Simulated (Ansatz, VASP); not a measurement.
Two plane-wave programs on AlP8

```
CELL_PARAMETERS angstrom
3.24189 0.00000 0.00000
0.00000 10.89052 0.00000
0.00000 0.00000 4.50867
ATOMIC_POSITIONS crystal
Al 0.00000 0.00000 0.70420
P 0.50000 0.85199 0.43312
P 0.00000 0.84130 0.07358
P 0.50000 0.64935 0.56618
P 0.00000 0.64700 0.90502
P 0.50000 0.35065 0.56618
P 0.00000 0.35300 0.90502
P 0.50000 0.14801 0.43312
P 0.00000 0.15870 0.07358
```

Alike in both runs: task relaxation of cell and atoms; functional PBE; dispersion D3(BJ); k mesh 12 × 4 × 8; occupations gaussian, width 0.1 eV; no spin polarisation.

|  | VASP | Ansatz |
| --- | --- | --- |
| version | VASP 6.6.1 | Ansatz 0.2.0 |
| potentials or method | VASP PAW PBE potentials, release 64 (Al, P), cutoff 600 eV | scalar-relativistic, plane waves, PAW |
| valence electrons in the cell | 43 | 43 |

Ansatz gave:

* gap on the k mesh at the Fermi level, each at its own relaxed structure (eV): none
* relaxed volume (Å³/atom): 17.71
* relaxed length of the cell vector where the two differ most in proportion (Å): 3.217

What did VASP give for the same quantities?

gap on the k mesh at the Fermi level, each at its own relaxed structure (eV): none; relaxed volume (Å³/atom): 17.70; relaxed length of the cell vector where the two differ most in proportion (Å): 3.214.

A gap of «none» marks a metal or a gap that the smearing closes.
